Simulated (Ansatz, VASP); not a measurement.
## Ta in VASP and in Ansatz

Contents of INCAR:

```
ALGO     = Normal         # electronic algorithm
EDIFF    = 1E-6           # SCF threshold, eV
ENCUT    = 520            # plane-wave cutoff, eV
GGA      = PS             # functional
ISIF     = 2              # what is computed and relaxed
ISMEAR   = -1             # smearing method
LASPH    = T              # aspherical terms in the spheres
LCHARG   = T              # write CHGCAR
LELF     = T              # ELF
LREAL    = F              # projectors in reciprocal space
LVHAR    = T            
LWAVE    = F              # write WAVECAR
NBANDS   = 24             # bands
NELM     = 100            # most SCF steps
PREC     = Accurate       # precision mode
SIGMA    = 0.1            # smearing width, eV
```

KPOINTS

```
k-points
0
Gamma
  9 9 13
```

File POSCAR:

```
Ta
1.0
    4.8063328528      0.0000000000      0.0000000000
   -2.4031664264      4.1624063496      0.0000000000
    0.0000000000      0.0000000000      2.6988881166
Ta
3
Direct
    0.0000000000      1.0000000000      0.0000000000
    0.3333333333      0.6666666667      0.5000000000
    0.6666666667      0.3333333333      0.5000000000
```

Input for Ansatz:

```yaml
crystal:
  lattice:
    - [4.8063328528, 0.0, 0.0]
    - [-2.4031664264, 4.1624063496, 0.0]
    - [0.0, 0.0, 2.6988881166]
  atoms:
    - { symbol: Ta, position: [0.0, 1.0, 0.0] }
    - { symbol: Ta, position: [0.3333333333, 0.6666666667, 0.5] }
    - { symbol: Ta, position: [0.6666666667, 0.3333333333, 0.5] }
hamiltonian:
  xc: pbesol
  pseudopotentials:
    kind: paw
    azcp:
      Ta: "pseudopotentials/Ta.paw.azcp"
basis:
  ecutwfc: 420
  fft_grid_basis: typed
kpoints:
  mp_grid: { grid: [9, 9, 13], shift: [0, 0, 0] }
magnetization:
  spin_polarized: false
scf:
  occupations: { method: fermi_dirac, width: 0.1 }
  lower_state_search: "off"
output:
  stress: true
```

Alike in both runs: task single point; functional PBEsol; k mesh 9 × 9 × 13; occupations fermi-dirac, width 0.1 eV; no spin polarisation.

|  | VASP | Ansatz |
| --- | --- | --- |
| version | VASP 6.6.1 | Ansatz 0.2.0 |
| potentials or method | VASP PAW PBE potentials, release 64 (Ta_pv), cutoff 520 eV | plane waves (420 eV) with PAW, scalar-relativistic |
| valence electrons in the cell | 33 | 39 |

|  | VASP | Ansatz | Ansatz less VASP |
| --- | --- | --- | --- |
| pressure (GPa) | 0.3 | 0.0 | -0.21 |
| traceless stress, the component that is largest in VASP (GPa) | -0.12 | -0.19 | -0.071 |

VASP's potentials were made for PBE, not for PBEsol, and Ansatz warns of the same on its side. VASP's potentials hold 33 valence electrons a cell and Ansatz's 39, so a difference there can come from the potentials and not from the codes.

Spin-orbit coupling is off throughout.
